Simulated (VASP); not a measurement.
Runs of VASP 6.6.1 on ZnS. The structure is that of space group F-43m (No. 216), or close to it. The cells are those of the table. 

```tsv
task	level	cell	cutoff (eV)	gap on the mesh (eV)	pressure (GPa)
single point	PBE+D4	a = 3.803 Å, angles 60.0°, 2 atoms	520	2.18	(b)
relaxation of cell and atoms	r2SCAN+rVV10	relaxed from a = 3.821 Å, angles 60.0°, 2 atoms	600	2.74	0.5
relaxation of cell and atoms	PBE+D4	relaxed from a = 3.821 Å, angles 60.0°, 2 atoms	600	2.18	0.3
relaxation of cell and atoms	r2SCAN+D4	relaxed from a = 3.821 Å, angles 60.0°, 2 atoms	600	2.80	0.6
single point	r2SCAN+rVV10	a = 3.796 Å, angles 60.0°, 2 atoms	520	2.72	0.1
single point	r2SCAN+D4	a = 3.796 Å, angles 60.0°, 2 atoms	520	2.77	(a)
```

Alike in all rows: potentials or basis VASP PAW PBE potentials, release 64 (Zn, S); no spin polarisation; k mesh 7 × 7 × 7; smearing fermi-dirac 0.2 eV.

Question: Fill in the values left out.

Answer: (a) 0.0; (b) 0.2.

Caveats: the PAW data sets were made with another functional, which shifts forces and pressure a little (some runs).

